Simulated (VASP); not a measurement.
Wanted: the native input for a VASP 6.6.1 run.

* Task: single point
* Functional: PBEsol
* Potentials or basis: VASP PAW PBE potentials, release 64 (P)
* Cutoff: 520 eV
* k mesh: 6 × 6 × 6
* Occupations: gaussian, width 0.05 eV
* Spin: no spin polarisation
* Dipole correction: no
* Further INCAR settings: ALGO = Normal; EDIFF = 1e-06; NBANDS = 30

The structure of P lies in POSCAR:

```
P
1.0
    4.5164988030     -3.9859026526     -0.0091770362
    4.5164988030      3.9859026526     -0.0091770362
   -0.0334229708      0.0000000000      5.0295488591
P
8
Direct
    0.8512742797      0.8512742797      0.2375644293
    0.1487257203      0.1487257203      0.7624355707
    0.7191783959      0.7191783959      0.5855434286
    0.2808216041      0.2808216041      0.4144565714
    0.5015958456      0.7783891987      0.2493767515
    0.2216108013      0.4984041544      0.7506232485
    0.4984041544      0.2216108013      0.7506232485
    0.7783891987      0.5015958456      0.2493767515
```

This cell differs from its parent crystal: strain +0.000 along x and y, -0.050 along z.

The input as run:

INCAR

```
SYSTEM = P
ALGO = Normal
EDIFF = 1E-6
ENCUT = 520
GGA = PS
ISIF = 2
ISMEAR = 0
LASPH = .TRUE.
LCHARG = .FALSE.
LREAL = .FALSE.
LWAVE = .FALSE.
NBANDS = 30
NELM = 80
PREC = Accurate
SIGMA = 0.05
```

KPOINTS

```
k-points
0
G
  6 6 6
  0 0 0
```

Potentials or basis: VASP PAW PBE potentials, release 64 (P).

Launch:

```console
$ cat potpaw_PBE.64/P/POTCAR > POTCAR
$ mpirun -np 1 vasp_std > vasp.out
```

Results of the run:

| Quantity | Value |
| --- | --- |
| Pressure | 3.5 GPa |
| Largest force | 2.192 eV/Å |
| Band gap on the k mesh | 2.09 eV (least direct gap 2.49 eV) |

Caveat: the cell differs from its parent crystal (strain +0.000 along x and y, -0.050 along z); the stress differs along the axes, from 1 to 8 GPa; this functional lacks dispersion, which holds the molecules together, so the pressure and a relaxed volume are unreliable; the PAW data sets were made with another functional, which shifts forces and pressure a little.

Wall time 4.8 min on 1 thread of Intel(R) Xeon(R) Platinum 8488C (Sapphire Rapids), with other jobs on the host, peak memory 0.43 GiB.
